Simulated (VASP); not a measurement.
## Fe: relaxation of cell and atoms with PBE

Crystal: Fe.

```xyz
1
Lattice="2.3600 0.0000 0.0000 0.0000 2.3600 0.0000 0.0000 0.0000 2.3600" Properties=species:S:1:pos:R:3 pbc="T T T"
Fe    0.0000    0.0000    0.0000
```

* Program: VASP 6.6.1
* Task: relaxation of cell and atoms
* Functional: PBE
* Potentials or basis: VASP PAW PBE potentials, release 64 (Fe)
* Cutoff: 600 eV
* k mesh: 9 × 9 × 9
* Occupations: methfessel-paxton, width 0.05 eV
* Spin: collinear spin, ferromagnetic start
* Starting moments: [3.5] μB
* Target pressure: 30 GPa
* Dipole correction: no
* Further INCAR settings: ALGO = Normal; EDIFF = 1e-06; IBRION = 2; EDIFFG = -0.01; NSW = 80; ISIF = 3

```json
{
  "Relaxed volume": "11.31 Å³/atom",
  "Relaxed cell": "a = 2.245 Å, b = 2.245 Å, c = 2.245 Å, α = 90.00°, β = 90.00°, γ = 90.00°",
  "Space group after relaxing (to 0.05 Å)": "Pm-3m (No. 221)",
  "Energy change on relaxing (the enthalpy is what falls)": "+172.0 meV/atom",
  "Ionic steps": "15",
  "Pressure after relaxing": "29.9 GPa",
  "Net moment": "2.13 μB per cell",
  "Site moments": "Fe +2.10 μB",
  "Valence electrons inside the program's atomic spheres": "Fe 7.50"
}
```

Step by step:
```tsv
step	energy change (eV)	largest force (eV/Å)	pressure (GPa)	volume (Å³)
1	0.0000	0.0000	1.63	13.14
2	0.8534	0.0000	86.75	9.19
3	0.1838	0.0000	31.22	11.25
4	0.1716	0.0000	29.79	11.31
5	0.1716	0.0000	29.78	11.31
6	0.1717	0.0000	29.82	11.31
7	0.1717	0.0000	29.77	11.31
8	0.1717	0.0000	29.77	11.31
9	0.1717	0.0000	29.77	11.31
10	0.1717	0.0000	29.77	11.31
11	0.1717	0.0000	29.78	11.31
12	0.1717	0.0000	29.78	11.31
13	0.1718	0.0000	29.80	11.31
14	0.1718	0.0000	29.82	11.31
15	0.1720	0.0000	29.88	11.31
```

Final structure:
```
Fe
1.0
     2.24472    0.00000    0.00000
     0.00000    2.24472    0.00000
     0.00000    0.00000    2.24472
Fe
1
Direct
  0.00000 0.00000 0.00000
```

Levels at points of the mesh, in eV from the Fermi level:
Spin up:
```tsv
k point	band 2	band 3	band 4	band 5	band 6	band 7	band 8	band 9
(0.00, 0.00, 0.00)	-4.51	-4.51	-0.19	-0.19	-0.19	20.74	20.74	20.74
```
Spin down:
```csv
k point,band 1,band 2,band 3,band 4,band 5,band 6,band 7,band 8
"(0.00, 0.00, 0.00)",-8.38,-3.26,-3.26,2.62,2.62,2.62,21.38,21.38
```

Wall time 25 s on 1 thread of AMD EPYC 9R45 96-Core Processor (Zen 5) (shared host), peak memory 0.11 GiB.

Caveat: the cell is relaxed towards a set pressure, so the enthalpy falls and the energy may rise.
